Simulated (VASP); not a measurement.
Here is a VASP 6.6.1 calculation.

POSCAR

```
Sn
1.0
   -1.7604013028      1.8103704880      2.3842034864
    1.7604013028     -1.8103704880      2.3842034864
    1.7604013028      1.8103704880     -2.3842034864
Sn
1
Direct
    0.0000000000      0.0000000000      0.0000000000
```

File INCAR.step1:

```
PREC = Accurate ; ENCUT = 520
EDIFF = 1E-5 ; ISMEAR = -1
SIGMA = 0.05 ; LREAL = False
LASPH = True ; NELM = 100
ALGO = Normal ; ISIF = 2
LWAVE = True ; GGA = PE
NBANDS = 13
```

File INCAR.step2:

```
PREC = Accurate ; ENCUT = 520
EDIFF = 1E-6 ; ISMEAR = -1
SIGMA = 0.05 ; LREAL = False
LASPH = True ; NELM = 100
ALGO = Normal ; ISIF = 2
LWAVE = False ; LCHARG = True
GGA = PE ; LHFCALC = True
HFSCREEN = 0.2079 ; PRECFOCK = Normal
LELF = True ; LVHAR = True
ISTART = 1 ; NBANDS = 13
```

Contents of KPOINTS:

```
Automatic mesh
0
Gamma
  6 6 6
```

Potentials or basis: VASP PAW PBE potentials, release 64 (Sn_d).

Run with:

```sh
$ cat potpaw_PBE.64/Sn_d/POTCAR > POTCAR
$ cp INCAR.step1 INCAR
$ mpirun -np 1 vasp_std > vasp.out
$ cp INCAR.step2 INCAR
$ mpirun -np 1 vasp_std > vasp.out
```

Q: What does it give for the pressure?

A: -3.5 GPa.

Q: Estimate the band gap on the k mesh.

A: Zero (bands 7 and 8 overlap by 9.39 eV).

Stress tensor (GPa, compression positive):
```
-4.67  0.00  0.00
 0.00 -1.27  0.00
 0.00  0.00 -4.71
```

Caveat: the k points lie up to 0.37 Å⁻¹ apart, too coarse for converged energies and pressures of a metal; the PAW data sets were made with another functional, which shifts forces and pressure a little; spin-orbit coupling is left out, which moves the levels of the heavy elements.
